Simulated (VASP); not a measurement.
**BN: relaxation of cell and atoms with PBE**

BN:

```
CELL_PARAMETERS angstrom
2.17560 -1.25608 -0.00735
2.17560 1.25608 -0.00735
-1.41376 0.00000 4.18272
ATOMIC_POSITIONS crystal
B 0.00044 0.00044 0.00133
N 0.66713 0.66713 0.00137
```

```json
{"Program": "VASP 6.6.1", "Task": "relaxation of cell and atoms", "Functional": "PBE", "Potentials or basis": "VASP PAW PBE potentials, release 64 (B, N)", "Cutoff": "600 eV", "k mesh": "10 × 10 × 6", "Occupations": "gaussian, width 0.02 eV", "Spin": "no spin polarisation", "Dipole correction": "no", "Further INCAR settings": "ALGO = Normal; EDIFF = 1e-06; IBRION = 2; EDIFFG = -0.01; NSW = 100; ISIF = 3"}
```

| Item | Value |
| --- | --- |
| Relaxed volume | 10.74 Å³/atom |
| Relaxed cell | a = 2.512 Å, b = 2.512 Å, c = 4.182 Å, α = 107.26°, β = 107.26°, γ = 60.00° |
| Space group after relaxing (to 0.05 Å) | R3m (No. 160) |
| Energy gained by relaxing | 0.4 meV/atom |
| Ionic steps | 22 |
| Pressure after relaxing | 0.0 GPa |
| Largest force after relaxing | 0.005 eV/Å |
| Band gap on the k mesh | 4.59 eV, indirect (least direct gap 4.95 eV) |

Forces on the atoms (eV/Å):
```
B    0.005  0.000 -0.002
N   -0.005  0.000  0.002
```

The path:
```csv
step,energy change (eV),largest force (eV/Å),pressure (GPa),volume (Å³)
1,0.0000,0.0004,-0.08,22.83
2,0.0000,0.0006,0.00,22.81
3,0.0000,0.0028,0.24,22.76
4,0.0000,0.0019,0.15,22.78
5,0.0000,0.0019,0.13,22.78
6,0.0000,0.0019,0.15,22.77
7,0.0000,0.0019,0.16,22.76
8,-0.0001,0.0023,0.17,22.73
9,-0.0001,0.0036,0.20,22.67
10,-0.0002,0.0069,0.21,22.55
11,-0.0004,0.0140,0.30,22.31
12,-0.0007,0.0283,0.47,21.83
13,-0.0004,0.0568,0.87,20.87
14,-0.0007,0.0347,0.56,21.60
15,-0.0008,0.0289,0.44,21.56
16,-0.0009,0.0201,0.05,21.47
17,-0.0009,0.0211,-0.03,21.44
18,-0.0009,0.0205,0.01,21.45
19,-0.0009,0.0202,0.04,21.46
20,-0.0009,0.0159,0.04,21.46
21,-0.0009,0.0130,0.01,21.47
22,-0.0009,0.0050,0.01,21.47
```

Final structure:
```cif
data_structure
_symmetry_space_group_name_H-M 'P 1'
_symmetry_Int_Tables_number 1
_cell_length_a 2.5120
_cell_length_b 2.5120
_cell_length_c 4.1821
_cell_angle_alpha 107.264
_cell_angle_beta 107.264
_cell_angle_gamma 60.001
_cell_volume 21.47
loop_
_atom_site_label
_atom_site_type_symbol
_atom_site_fract_x
_atom_site_fract_y
_atom_site_fract_z
_atom_site_occupancy
B1 B 0.00043 0.00043 0.00132 1
N1 N 0.66714 0.66714 0.00138 1
```

Levels at points of the mesh, in eV from the valence-band top:
| k point | band 1 | band 2 | band 3 | band 4 | band 5 | band 6 | band 7 | band 8 |
| --- | --- | --- | --- | --- | --- | --- | --- | --- |
| (0.00, 0.00, 0.00) | -17.55 | -4.65 | -1.25 | -1.25 | 4.63 | 11.62 | 11.62 | 12.69 |
| (0.50, 0.00, 0.00) | -14.46 | -8.77 | -4.01 | -0.69 | 5.13 | 9.71 | 12.57 | 13.86 |
| (0.50, 0.50, 0.00) | -14.45 | -8.74 | -4.03 | -0.91 | 4.61 | 9.88 | 13.41 | 15.57 |
| (0.00, 0.00, 0.50) | -17.48 | -5.52 | -1.25 | -1.25 | 8.46 | 10.85 | 11.60 | 11.61 |
| (0.50, 0.00, 0.50) | -14.45 | -8.73 | -4.03 | -0.91 | 4.59 | 9.89 | 13.44 | 15.65 |
| (0.50, 0.50, 0.50) | -14.46 | -8.77 | -4.01 | -0.70 | 5.11 | 9.72 | 12.60 | 13.90 |

Run time: 4.1 min on 1 thread of Intel(R) Xeon(R) Platinum 8259CL CPU @ 2.50GHz (Skylake/Cascade Lake), on a shared host, peak memory 0.16 GiB.

Caveat: this functional lacks dispersion, which binds the layers, so the pressure and a relaxed spacing across them are unreliable. Expect the measured gap to be larger: semilocal functionals such as PBE lack the derivative discontinuity.
